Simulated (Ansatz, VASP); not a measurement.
## SiO2 in VASP and in Ansatz

File INCAR:

```
SYSTEM = SiO2
PREC     = Accurate       ! precision mode
ENCUT    = 520            ! plane-wave cutoff, eV
EDIFF    = 1E-6           ! SCF threshold, eV
ISMEAR   = -1             ! smearing method
SIGMA    = 0.05           ! smearing width, eV
LREAL    = .False.        ! projectors in reciprocal space
LASPH    = .True.         ! aspherical terms in the spheres
NELM     = 80             ! most SCF steps
ALGO     = Normal         ! electronic algorithm
ISIF     = 2              ! what is computed and relaxed
LWAVE    = .False.        ! write WAVECAR
LCHARG   = .False.        ! write CHGCAR
NBANDS   = 44             ! bands
```

File KPOINTS:

```
Automatic mesh
0
Gamma
  7 7 7
  0 0 0
```

Contents of POSCAR:

```
SiO2
1.0
    0.0000000000      4.7162571100      7.3627753715
    2.3595806657      0.0000000000      7.3627753715
    2.3595806657      4.7162571100      0.0000000000
Si O
4 8
Direct
    0.9367689200      0.9367689200      0.5632310800
    0.6867689200      0.6867689200      0.3132310800
    0.3132310800      0.3132310800      0.6867689200
    0.5632310800      0.5632310800      0.9367689200
    0.0634396000      0.4365604000      0.0634396000
    0.4365604000      0.0634396000      0.4365604000
    0.8134396000      0.1865604000      0.8134396000
    0.1865604000      0.8134396000      0.1865604000
    0.1250000000      0.6250000000      0.6250000000
    0.6250000000      0.6250000000      0.6250000000
    0.6250000000      0.6250000000      0.1250000000
    0.6250000000      0.1250000000      0.6250000000
```

File input.yaml:

```yaml
crystal:
  lattice:
    - [0.0, 4.71625711, 7.3627753715]
    - [2.3595806657, 0.0, 7.3627753715]
    - [2.3595806657, 4.71625711, 0.0]
  atoms:
    - { symbol: Si, position: [0.93676892, 0.93676892, 0.56323108] }
    - { symbol: Si, position: [0.68676892, 0.68676892, 0.31323108] }
    - { symbol: Si, position: [0.31323108, 0.31323108, 0.68676892] }
    - { symbol: Si, position: [0.56323108, 0.56323108, 0.93676892] }
    - { symbol: O, position: [0.0634396, 0.4365604, 0.0634396] }
    - { symbol: O, position: [0.4365604, 0.0634396, 0.4365604] }
    - { symbol: O, position: [0.8134396, 0.1865604, 0.8134396] }
    - { symbol: O, position: [0.1865604, 0.8134396, 0.1865604] }
    - { symbol: O, position: [0.125, 0.625, 0.625] }
    - { symbol: O, position: [0.625, 0.625, 0.625] }
    - { symbol: O, position: [0.625, 0.625, 0.125] }
    - { symbol: O, position: [0.625, 0.125, 0.625] }
hamiltonian:
  xc: lda
  pseudopotentials: { kind: paw }
kpoints:
  mp_grid: { grid: [7, 7, 7] }
scf:
  occupations: { method: fermi_dirac, width: 0.05 }
  n_extra_bands: 30
output:
  forces: true
  stress: true
  eigenvalues: true
  dos: { projected: true, de: 0.05, nscf_kmesh: { grid: [11, 11, 11] } }
  write_density: true
  write_potential: true
  elf: true
  volumetric_format: npy
```

Alike in both runs: functional LDA; k mesh 7 × 7 × 7; occupations fermi-dirac, width 0.05 eV; no spin polarisation.

|  | VASP | Ansatz |
| --- | --- | --- |
| version | VASP 6.6.1 | Ansatz 0.2.0 |
| potentials or method | VASP PAW LDA potentials, release 64 (Si, O) | Ansatz PAW |
| plane-wave cutoff (eV) | 520 | 420 |
| valence electrons in the cell | 64 | 64 |
| task | single point | projected density of states |

Ansatz gave:

| Item | Value |
| --- | --- |
| gap on the k mesh at the Fermi level (eV) | 5.53 |
| least direct gap on the mesh (eV) | 5.53 |
| pressure (GPa) | -1.7 |
| traceless stress, the component that is largest in VASP (GPa) | -0.24 |
| rms of the force components (eV/Å) | 0.034 |

Question: What did VASP give for the same quantities?

Answer: gap on the k mesh at the Fermi level (eV): 5.53; least direct gap on the mesh (eV): 5.53; pressure (GPa): -1.1; traceless stress, the component that is largest in VASP (GPa): -0.13; rms of the force components (eV/Å): 0.018.

LDA's correlation is that of Perdew and Zunger in VASP and of Perdew and Wang (1992) in Ansatz. Atom by atom the forces differ by 0.016 eV/Å (rms over components).

Noted on Ansatz's run: odd divisions of the mesh miss points on the zone boundary, where band edges often lie, so the gap on the mesh can be too wide.
